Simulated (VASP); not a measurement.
Crystal: CoSi.

```
Co Si
1.0
     4.43085    0.00000    0.00000
     0.00000    4.43085    0.00000
     0.00000    0.00000    4.43085
Co Si
4 4
Cartesian
  0.6426 0.6426 0.6426
  1.5729 3.7883 2.8580
  2.8580 1.5729 3.7883
  3.7883 2.8580 1.5729
  3.7359 3.7359 3.7359
  2.9104 0.6949 1.5205
  1.5205 2.9104 0.6949
  0.6949 1.5205 2.9104
```

| Property | Result |
| --- | --- |
| Program | VASP 6.6.1 |
| Task | relaxation of cell and atoms |
| Functional | PBE |
| Dispersion | D3(BJ) |
| Potentials or basis | VASP PAW PBE potentials, release 64 (Co, Si) |
| Cutoff | 600 eV |
| k mesh | 8 × 8 × 8 |
| Occupations | gaussian, width 0.1 eV |
| Spin | no spin polarisation |

At the start: pressure -7.7 GPa; volume 10.87 Å³/atom.

Problem. Where does the relaxation end?

Solution. Over 8 steps the energy falls by 9.2 meV/atom and the volume is 10.51 Å³/atom (-3.4 %); space group P2_13 (No. 198, to 0.1 Å) before and after.

The path:
| step | energy change (eV) | largest force (eV/Å) | pressure (GPa) | volume (Å³) |
| --- | --- | --- | --- | --- |
| 1 | 0.0000 | 0.0048 | -7.67 | 86.99 |
| 2 | 0.0490 | 0.1862 | 11.47 | 80.60 |
| 3 | -0.0716 | 0.0755 | -0.07 | 84.12 |
| 4 | -0.0716 | 0.0771 | 0.08 | 84.07 |
| 5 | -0.0727 | 0.0490 | 0.13 | 84.04 |
| 6 | -0.0731 | 0.0283 | 0.16 | 83.99 |
| 7 | -0.0732 | 0.0165 | 0.08 | 84.00 |
| 8 | -0.0732 | 0.0048 | -0.06 | 84.07 |

Final structure:
```yaml
crystal:
  lattice:
    - [4.38076, 0.00000, 0.00000]
    - [0.00000, 4.38076, 0.00000]
    - [0.00000, 0.00000, 4.38076]
  atoms:
    - { symbol: Co, position: [0.14611, 0.14611, 0.14611] }
    - { symbol: Co, position: [0.35389, 0.85389, 0.64611] }
    - { symbol: Co, position: [0.64611, 0.35389, 0.85389] }
    - { symbol: Co, position: [0.85389, 0.64611, 0.35389] }
    - { symbol: Si, position: [0.84369, 0.84369, 0.84369] }
    - { symbol: Si, position: [0.65631, 0.15631, 0.34369] }
    - { symbol: Si, position: [0.34369, 0.65631, 0.15631] }
    - { symbol: Si, position: [0.15631, 0.34369, 0.65631] }
```
